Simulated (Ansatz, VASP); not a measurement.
Ti4O: VASP beside Ansatz

Contents of INCAR:

```
SYSTEM = Ti4O
  PREC = Accurate
  ENCUT = 520
  EDIFF = 1E-6
  ISMEAR = 0
  SIGMA = 0.1
  LREAL = .False.
  LASPH = .True.
  NELM = 100
  ALGO = Normal
  ISIF = 2
  LWAVE = .False.
  LCHARG = .False.
  LDIPOL = .True.
  IDIPOL = 3
  DIPOL = 0.5 0.5 0.517
  GGA = PS
  NBANDS = 35
```

The input KPOINTS:

```
Automatic mesh
0
Gamma
  12 12 1
  0 0 0
```

The input POSCAR:

```
Ti4O
1.0
    2.8679135954      0.0000000000      0.0000000000
   -1.4339567977      2.4836860295      0.0000000000
    0.0000000000      0.0000000000     26.0249249352
Ti O
4 1
Direct
    0.6666666667      0.3333333333      0.3266099719
    0.3333333333      0.6666666667      0.4165868556
    0.0000000000      0.0000000000      0.5080269110
    0.6666666667      0.3333333333      0.5921085072
    1.3333333333      0.6666666667      0.7429712839
```

Input for Ansatz:

```yaml
crystal:
  lattice:
    - [2.8679135954, 0.0, 0.0]
    - [-1.4339567977, 2.4836860295, 0.0]
    - [0.0, 0.0, 26.0249249352]
  atoms:
    - { symbol: Ti, position: [0.6666666667, 0.3333333333, 0.3266099719] }
    - { symbol: Ti, position: [0.3333333333, 0.6666666667, 0.4165868556] }
    - { symbol: Ti, position: [0.0, 0.0, 0.508026911] }
    - { symbol: Ti, position: [0.6666666667, 0.3333333333, 0.5921085072] }
    - { symbol: O, position: [1.3333333333, 0.6666666667, 0.7429712839] }
basis:
  ecutwfc: 420
kpoints:
  mp_grid: { grid: [12, 12, 1] }
hamiltonian:
  xc: pbesol
scf:
  occupations: { method: gaussian, width: 0.1 }
output:
  forces: true
  stress: true
  eigenvalues: true
efield:
  axis: 3
  dipole_correction: true
  ramp_width: 0.04
```

Alike in both runs: task single point; functional PBEsol; k mesh 12 × 12 × 1; occupations gaussian, width 0.1 eV; no spin polarisation.

|  | VASP | Ansatz |
| --- | --- | --- |
| version | VASP 6.6.1 | Ansatz 0.2.0 |
| potentials or method | VASP PAW PBE potentials, release 64 (Ti_sv, O), cutoff 520 eV | scalar-relativistic, plane waves, PAW |
| valence electrons in the cell | 54 | 54 |

```csv
,VASP,Ansatz,Ansatz less VASP
gap on the k mesh at the Fermi level (eV),none,none,-
rms of the force components (eV/Å),0.272,0.274,+0.0017
```

VASP's potentials were made for PBE, not for PBEsol. Atom by atom the forces differ by 0.006 eV/Å (rms over components). A gap of «none» marks a metal or a gap that the smearing closes. The functional is the same, so the differences come from potentials, cutoffs and numerics.
